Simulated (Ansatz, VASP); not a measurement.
One calculation of Au, two programs

The input INCAR:

```
SYSTEM = Au
PREC = Accurate ; ENCUT = 520
EDIFF = 1E-7 ; ISMEAR = -1
SIGMA = 0.05 ; LREAL = .False.
LASPH = .True. ; NELM = 80
ALGO = Fast ; ISIF = 2
LWAVE = .False. ; LCHARG = .False.
GGA = PS ; NBANDS = 18
```

File KPOINTS:

```
Automatic mesh
0
Gamma
  10 10 6
  0 0 0
```

Contents of POSCAR:

```
Au
1.0
    2.8154890579      0.0000000000      0.0000000000
   -0.0129553469      2.8201795887      0.0000000000
   -1.1378916452     -1.1854109603      4.9240140333
Au
2
Direct
    0.6669780000      0.6345200000      0.2717050000
    0.3283250000      0.3241780000      0.7250720000
```

File input.yaml:

```yaml
crystal:
  lattice:
    - [2.8154890579, 0.0, 0.0]
    - [-0.0129553469, 2.8201795887, 0.0]
    - [-1.1378916452, -1.1854109603, 4.9240140333]
  atoms:
    - { symbol: Au, position: [0.666978, 0.63452, 0.271705] }
    - { symbol: Au, position: [0.328325, 0.324178, 0.725072] }
kpoints:
  mp_grid: { grid: [10, 10, 6] }
scf:
  occupations: { method: fermi_dirac, width: 0.05 }
hamiltonian:
  xc: pbesol
  pseudopotentials: { kind: all_electron, lapw: { basis_error: 0.001 } }
output:
  forces: true
  stress: true
  eigenvalues: true
  populations: true
```

Change from the starting cell: atoms moved at random, drawn with an rms of 0.05 Å.

Alike in both runs: task single point; functional PBEsol; k mesh 10 × 10 × 6; occupations fermi-dirac, width 0.05 eV; no spin polarisation.

```csv
,VASP,Ansatz
version,VASP 6.6.1,Ansatz 0.2.0
potentials or method,"VASP PAW PBE potentials, release 64 (Au), cutoff 520 eV","all-electron LAPW, scalar-relativistic"
```

```tsv
	VASP	Ansatz	Ansatz less VASP
gap on the k mesh at the Fermi level (eV)	none	none	-
pressure (GPa)	-8.1	-7.9	+0.16
traceless stress, the component that is largest in VASP (GPa)	1.80	1.82	+0.025
rms of the force components (eV/Å)	0.131	0.129	-0.0012
```

VASP's potentials were made for PBE, not for PBEsol. Atom by atom the forces differ by 0.002 eV/Å (rms over components). A gap of «none» marks a metal or a gap that the smearing closes. Ansatz ran all-electron here, and VASP with PAW potentials.

Spin-orbit coupling is off throughout.
